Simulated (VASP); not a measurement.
Wanted: the native input for a VASP 6.6.1 run.

```yaml
Task: relaxation of cell and atoms
Functional: PBE
Potentials_or_basis: VASP PAW PBE potentials, release 64 (Li_sv, B)
Cutoff: 600 eV
k_mesh: 12 × 12 × 4
Occupations: gaussian, width 0.1 eV
Spin: no spin polarisation
Dipole_correction: no
Further_INCAR_settings: ALGO = Normal; EDIFF = 1e-06; IBRION = 2; EDIFFG = -0.04; NSW = 90; ISIF = 3
```

The structure of LiB2 lies in POSCAR:

```
LiB2
1.0
    2.2681459040      0.0000000000      0.0000000000
   -1.1340729520      1.9642719724      0.0000000000
    0.0000000000      0.0000000000      5.2940775699
Li B
1 2
Direct
    0.0000000000      0.0000000000      0.0000000000
    0.6666666667      0.3333333333      0.6576030198
    0.6666666667      0.3333333333      0.3423969802
```

One way to write it, as run:

INCAR

```
PREC = Accurate
ENCUT = 600
EDIFF = 1E-6
ISMEAR = 0
SIGMA = 0.1
LREAL = False
LASPH = True
NELM = 100
ALGO = Normal
ISIF = 3
LWAVE = False
LCHARG = False
GGA = PE
IBRION = 2
NSW = 90
EDIFFG = -0.04
```

KPOINTS

```
regular mesh
0
Gamma
  12 12 4
```

Potentials or basis: VASP PAW PBE potentials, release 64 (Li_sv, B).

Launch:

```console
$ cat potpaw_PBE.64/Li_sv/POTCAR potpaw_PBE.64/B/POTCAR > POTCAR
$ mpirun -np 1 vasp_std > vasp.out
```

Results of the run:

```json
{
  "Relaxed volume": "7.72 Å³/atom",
  "Relaxed cell": "a = 2.241 Å, b = 2.241 Å, c = 5.324 Å, α = 90.00°, β = 90.00°, γ = 120.00°",
  "Space group after relaxing (to 0.05 Å)": "P-6m2 (No. 187)",
  "Energy gained by relaxing": "3.4 meV/atom",
  "Ionic steps": "4",
  "Pressure after relaxing": "-0.7 GPa",
  "Largest force after relaxing": "0.033 eV/Å"
}
```

Caveat: the cutoff is under 1.25 times the usual one of these potentials, so pressure, stress and relaxed cells hold a basis-set (Pulay) error.

Wall time 28 s on 1 thread of AMD EPYC 7R43 64-Core Processor (Zen 3), with other jobs on the host, peak memory 0.1 GiB.
